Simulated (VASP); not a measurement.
# HfN (P6_3/mmc) in VASP: a series of runs, part 2 of 2

VASP 6.6.1.

### Step 4. Single point, PBEsol

This run uses another cell than the first one, of 11.43 Å³/atom, 1.065 times its volume.

INCAR reads:

```
  PREC = Accurate
  ENCUT = 520
  EDIFF = 1E-7
  ISMEAR = 0
  SIGMA = 0.1
  LREAL = F
  LASPH = T
  NELM = 80
  ALGO = Normal
  ISIF = 2
  LWAVE = F
  LCHARG = T
  GGA = PS
  LELF = T
  LVHAR = T
  NBANDS = 23
```

KPOINTS reads:

```
Automatic mesh
0
Gamma
  8 8 4
```

POSCAR reads:

```
HfN
1.0
    3.1267335655     -0.0000028801      0.0000000000
   -1.5633642885      2.7078321387      0.0000000000
    0.0000000000      0.0000000000      5.3996616031
Hf N
2 2
Direct
    0.6666666667      0.3333333333      0.7500000000
    0.3333333333      0.6666666667      0.2500000000
    0.0000000000      0.0000000000      0.0000000000
    0.0000000000      0.0000000000      0.5000000000
```

Potentials or basis: VASP PAW PBE potentials, release 64 (Hf_pv, N).

Launch:

```bash
$ cat potpaw_PBE.64/Hf_pv/POTCAR potpaw_PBE.64/N/POTCAR > POTCAR
$ mpirun -np 1 vasp_std > vasp.out
```

OUTCAR:

```text
PREC = Accurate
   ENCUT = 520
   EDIFF = 1E-7
   ISMEAR = 0
   LREAL = F
   LASPH = T
   NELM = 80
   ISIF = 2
   GGA = PS

 ion  position               nearest neighbor table
   1  0.667  0.333  0.750-   3 2.25   4 2.25   3 2.25   4 2.25   3 2.25   4 2.25   2 3.25   2 3.25
                             2 3.25   2 3.25   2 3.25   2 3.25
   2  0.333  0.667  0.250-   3 2.25   4 2.25   3 2.25   4 2.25   3 2.25   4 2.25   1 3.25   1 3.25
                             1 3.25   1 3.25   1 3.25   1 3.25
   3  0.000  0.000  0.000-   1 2.25   2 2.25   1 2.25   2 2.25   1 2.25   2 2.25
   4  0.000  0.000  0.500-   1 2.25   2 2.25   1 2.25   2 2.25   1 2.25   2 2.25

  LATTYP: Found a hexagonal cell.
 ALAT       =     3.1267335655
 C/A-ratio  =     1.7269337121

  Lattice vectors:

 A1 = (   3.1267335655,  -0.0000028801,   0.0000000000)
 A2 = (  -1.5633642885,   2.7078321387,   0.0000000000)
 A3 = (   0.0000000000,   0.0000000000,   5.3996616031)

Analysis of symmetry for initial positions (statically):
=====================================================================
 Subroutine PRICEL returns:
 Original cell was already a primitive cell.

 Routine SETGRP: Setting up the symmetry group for a
 hexagonal supercell.

 Subroutine GETGRP returns: Found 24 space group operations
 (whereof 12 operations were pure point group operations)
 out of a pool of 24 trial point group operations.

The static configuration has the point symmetry D_3d.
 The point group associated with its full space group is D_6h.

Analysis of symmetry for dynamics (positions and initial velocities):
=====================================================================
 Subroutine PRICEL returns:
 Original cell was already a primitive cell.

 Routine SETGRP: Setting up the symmetry group for a
 hexagonal supercell.

 Subroutine GETGRP returns: Found 24 space group operations
 (whereof 12 operations were pure point group operations)
 out of a pool of 24 trial point group operations.

[... 118 lines left out ...]
   EMIN   =  10.00;   EMAX   =-10.00  energy-range for DOS
   EFERMI =   0.00;   METHOD = LEGACY
   ISMEAR =     0;   SIGMA  =   0.10  broadening in eV -4-tet -1-fermi 0-gaus
   EFERMI_NEDOS =   21; number of points for ismear=-14 and -15
   IALGO  =     38    algorithm
   IMIX   =      4    mixing-type and parameters
     AMIX     =   0.40;   BMIX     =  1.00
     AMIX_MAG =   1.60;   BMIX_MAG =  1.00
  volume/ion in A,a.u.               =      11.43        77.13
  Fermi-wavevector in a.u.,A,eV,Ry     =   1.422620  2.688362 27.536123  2.023848
  Thomas-Fermi vector in A             =   2.543305
   LORBIT       =      0    0 simple, 1 ext, 2 COOP (PROOUT), +10 PAW based schemes
   GGA     = PS    functional components
   LHFCALC =     F    Hartree Fock is set to
   AEXX    =    0.0000 exact exchange contribution
   IVDW    =     0    specifies the selected vdW correction
   LEPSILON=     F    determine dielectric tensor
   LRPA    =     F    only Hartree local field effects (RPA)
 non-spin polarized calculation
 Gauss-broadening in eV      SIGMA  =   0.10
  energy-cutoff  :      520.00
  volume of cell :       45.72
 maximum number of plane-waves:      1275
 NGX is ok and might be reduce to    24
   NGX = 11   NGY = 11   NGZ = 21

 number of electron      30.0000000 magnetization

 Free energy of the ion-electron system (eV)
  ---------------------------------------------------
  ext. energy  EPLUGINS =         0.00000000
  ---------------------------------------------------
  free energy    TOTEN  =       -45.84105756 eV

  energy without entropy =      -45.82687705  energy(sigma->0) =      -45.83396731

 E-fermi :   7.6613     XC(G=0): -12.9446

 val. band max:        7.6344826743   @ k =   0.3750   0.1250   0.5000
 cond. band min:       7.6702021422   @ k =   0.1250  -0.0000   0.0000
 fundamental gap:      0.0357194679
 Fermi energy:         7.6613284173

 k-point     1 :       0.0000    0.0000    0.0000
  band No.  band energies     occupation
      1     -23.8120      2.00000
      2     -22.9133      2.00000
      3     -22.8142      2.00000
      4     -22.8142      2.00000
      5     -22.7508      2.00000
      6     -22.7508      2.00000
[... 613 lines left out ...]
     22      13.3755      0.00000
     23      15.1351      0.00000

 [... further k-points ...]
[... 5 lines left out ...]
  --------------------------------------------------------------------------------------
  -------------------------------------------------------------------------------------
  Total       -0.5870309     -0.5870309     -0.6088143     -0.0000000      0.0000000     -0.0000000
  in kB      -20.5727622    -20.5727622    -21.3361705     -0.0000000      0.0000000     -0.0000000
  external PRESSURE =     -20.8272316 kB  Pullay stress =       0.0000000 kB

 VOLUME and BASIS-vectors are now :
 -----------------------------------------------------------------------------
  energy-cutoff  :      520.00
  volume of cell :       45.72
      direct lattice vectors                 reciprocal lattice vectors
     3.126733565 -0.000002880  0.000000000     0.319822751  0.184649359  0.000000000
    -1.563364289  2.707832139  0.000000000     0.000000340  0.369299307  0.000000000
     0.000000000  0.000000000  5.399661603     0.000000000  0.000000000  0.185196791

 POSITION                                       TOTAL-FORCE (eV/Angst)
 -----------------------------------------------------------------------------------
      1.56337      0.90261      4.04975        -0.000000     -0.000000      0.000000
      0.00000      1.80522      1.34992         0.000000      0.000000      0.000000
      0.00000      0.00000      0.00000        -0.000000      0.000000      0.000000
      0.00000      0.00000      2.69983        -0.000000      0.000000      0.000000
 -----------------------------------------------------------------------------------
    total drift:                               -0.000000      0.000000     -0.000000

  FREE ENERGIE OF THE ION-ELECTRON SYSTEM (eV)
  ---------------------------------------------------
  free  energy   TOTEN  =       -45.8410575632 eV

  energy  without entropy=      -45.8268770519  energy(sigma->0) =      -45.83396731
```

OSZICAR:

```text
N       E                     dE             d eps       ncg     rms          rms(c)
DAV:   1     0.108293756465E+03    0.10829E+03   -0.16640E+04  1380   0.131E+03
DAV:   2    -0.453430776074E+02   -0.15364E+03   -0.14510E+03  1789   0.312E+02
DAV:   3    -0.513829188519E+02   -0.60398E+01   -0.59887E+01  1786   0.503E+01
DAV:   4    -0.514363702943E+02   -0.53451E-01   -0.53424E-01  1594   0.507E+00
DAV:   5    -0.514369658085E+02   -0.59551E-03   -0.59546E-03  1882   0.444E-01    0.770E+01
DAV:   6    -0.460393191786E+02    0.53976E+01   -0.24142E+01  1647   0.255E+01    0.580E+01
DAV:   7    -0.458887785286E+02    0.15054E+00   -0.19081E+00  1612   0.834E+00    0.216E+01
DAV:   8    -0.458488861143E+02    0.39892E-01   -0.15392E-01  1817   0.245E+00    0.340E+00
DAV:   9    -0.458418045584E+02    0.70816E-02   -0.36178E-02  1569   0.113E+00    0.297E+00
DAV:  10    -0.458414306616E+02    0.37390E-03   -0.81528E-03  1727   0.561E-01    0.135E+00
DAV:  11    -0.458410562417E+02    0.37442E-03   -0.16011E-03  1662   0.253E-01    0.107E-01
DAV:  12    -0.458410580287E+02   -0.17870E-05   -0.83184E-05  1676   0.626E-02    0.133E-01
DAV:  13    -0.458410576009E+02    0.42777E-06   -0.61676E-06  1618   0.148E-02    0.496E-03
DAV:  14    -0.458410575632E+02    0.37730E-07   -0.28142E-07  1642   0.367E-03
   1 F= -.45841058E+02 E0= -.45833967E+02  d E =-.141805E-01
```

It took 21 s on 1 thread of AMD EPYC 9R45 (Zen 5), shared host; peak memory 0.14 GiB.

What came out:

* Free energy: -45.8411 eV
* Pressure: -2.1 GPa
* Band gap on the k mesh: zero (band 15 reaches 9.71 eV, above the bottom of band 16 at 7.37 eV)

Levels at points of the mesh, in eV from the Fermi level:
| k point | band 12 | band 13 | band 14 | band 15 | band 16 | band 17 | band 18 | band 19 |
| --- | --- | --- | --- | --- | --- | --- | --- | --- |
| (0.00, 0.00, 0.00) | -3.43 | -3.43 | -1.53 | -0.47 | 0.88 | 0.88 | 1.27 | 2.01 |
| (0.50, 0.00, 0.00) | -5.34 | -3.08 | -2.67 | -2.24 | 2.65 | 2.94 | 4.65 | 4.87 |
| (0.00, 0.00, 0.50) | -4.24 | -4.24 | -4.24 | 2.05 | 2.05 | 3.10 | 3.10 | 3.10 |
| (0.50, 0.00, 0.50) | -5.33 | -4.32 | -4.32 | -0.10 | -0.10 | 4.95 | 4.95 | 5.01 |

Caveat: the PAW data sets were made with another functional, which shifts forces and pressure a little; spin-orbit coupling is left out, which moves the levels of the heavy elements.

### Step 5. The runs side by side

```tsv
cell	gap on the mesh (eV)	pressure (GPa)
a = 3.060, b = 3.060, c = 5.292 Å, angles 90.0, 90.0, 120.0°, 4 atoms	none	17.9
a = 3.091, b = 3.091, c = 5.342 Å, angles 90.0, 90.0, 120.0°, 4 atoms	none	7.9
a = 3.127, b = 3.127, c = 5.400 Å, angles 90.0, 90.0, 120.0°, 4 atoms	none	-2.1
```

Alike in all rows: task single point; level PBEsol; potentials or basis VASP PAW PBE potentials, release 64 (Hf_pv, N); no spin polarisation; k mesh 8 × 8 × 4; cutoff (eV) 520; smearing gaussian 0.1 eV.

Caveats: the PAW data sets were made with another functional, which shifts forces and pressure a little; spin-orbit coupling is left out, which moves the levels of the heavy elements.

Absolute energies hang on the potentials; compare differences alone.
